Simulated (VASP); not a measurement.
Wanted: the native input for a VASP 6.6.1 run.

| Quantity | Value |
| --- | --- |
| Task | single point |
| Functional | PBEsol |
| Potentials or basis | VASP PAW PBE potentials, release 64 (Cs_sv, Cl) |
| Cutoff | 500 eV |
| k mesh | 6 × 6 × 6 |
| Occupations | fermi-dirac, width 0.1 eV |
| Spin | no spin polarisation |
| Dipole correction | no |
| Further INCAR settings | ALGO = Normal; EDIFF = 1e-06; NBANDS = 15 |

The structure of CsCl lies in POSCAR:

```
CsCl
1.0
    4.1483170000      0.0000000000      0.0000000000
    0.0000000000      4.1483170000      0.0000000000
    0.0000000000      0.0000000000      4.1483170000
Cs Cl
1 1
Direct
    0.0000000000      0.0000000000      0.0000000000
    0.5000000000      0.5000000000      0.5000000000
```

These files were run (other wordings do the same):

INCAR

```
SYSTEM = CsCl
PREC     = Accurate       ! precision mode
ENCUT    = 500            ! plane-wave cutoff, eV
EDIFF    = 1E-6           ! SCF threshold, eV
ISMEAR   = -1             ! smearing method
SIGMA    = 0.1            ! smearing width, eV
LREAL    = .FALSE.        ! projectors in reciprocal space
LASPH    = .TRUE.         ! aspherical terms in the spheres
NELM     = 120            ! most SCF steps
ALGO     = Normal         ! electronic algorithm
ISIF     = 2              ! what is computed and relaxed
LWAVE    = .FALSE.        ! write WAVECAR
LCHARG   = .TRUE.         ! write CHGCAR
GGA      = PS             ! functional
LELF     = .TRUE.         ! ELF
LVHAR    = .TRUE.       
NBANDS   = 15             ! bands
GGA_COMPAT= .FALSE.
```

KPOINTS

```
regular mesh
0
G
  6 6 6
  0 0 0
```

Potentials or basis: VASP PAW PBE potentials, release 64 (Cs_sv, Cl).

Launch:

```sh
$ cat potpaw_PBE.64/Cs_sv/POTCAR potpaw_PBE.64/Cl/POTCAR > POTCAR
$ mpirun -np 1 vasp_std > vasp.out
```

It gave:

* Pressure: -0.9 GPa
* Band gap on the k mesh: 4.97 eV, direct

Caveat: the PAW data sets were made with another functional, which shifts forces and pressure a little; spin-orbit coupling is left out, which moves the levels of the heavy elements.

Wall time 18 s on 1 thread of Intel(R) Xeon(R) Platinum 8259CL CPU @ 2.50GHz (Skylake/Cascade Lake), on a shared host, peak memory 0.17 GiB.
